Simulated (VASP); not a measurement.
A run of VASP 6.6.1:

The input INCAR:

```
SYSTEM = Bi
  PREC = Accurate
  ENCUT = 600
  EDIFF = 1E-7
  ISMEAR = -1
  SIGMA = 0.1
  LREAL = .False.
  LASPH = .True.
  NELM = 100
  ALGO = Normal
  ISIF = 3
  LWAVE = .False.
  LCHARG = .False.
  GGA = PS
  IBRION = 2
  NSW = 80
  EDIFFG = -0.01
```

File KPOINTS:

```
regular mesh
0
Gamma
  11 11 11
  0 0 0
```

Contents of POSCAR:

```
Bi
1.0
    0.0000000000      2.5158775227      2.5158775227
    2.5158775227      0.0000000000      2.5158775227
    2.5158775227      2.5158775227      0.0000000000
Bi
1
Direct
    0.0000000000      0.0000000000      0.0000000000
```

Potentials or basis: VASP PAW PBE potentials, release 64 (Bi_d).

Launch:

```console
$ cat potpaw_PBE.64/Bi_d/POTCAR > POTCAR
$ mpirun -np 1 vasp_std > vasp.out
```

Hardware: 1 thread of Intel Xeon 8259CL, on a shared host.

Task: Estimate the wall time of this run.

Result: Wall time 77 s on 1 thread of Intel Xeon 8259CL, with other jobs on the host, peak memory 0.18 GiB. Counts: scf iterations 30, k points 56, ion steps 3.
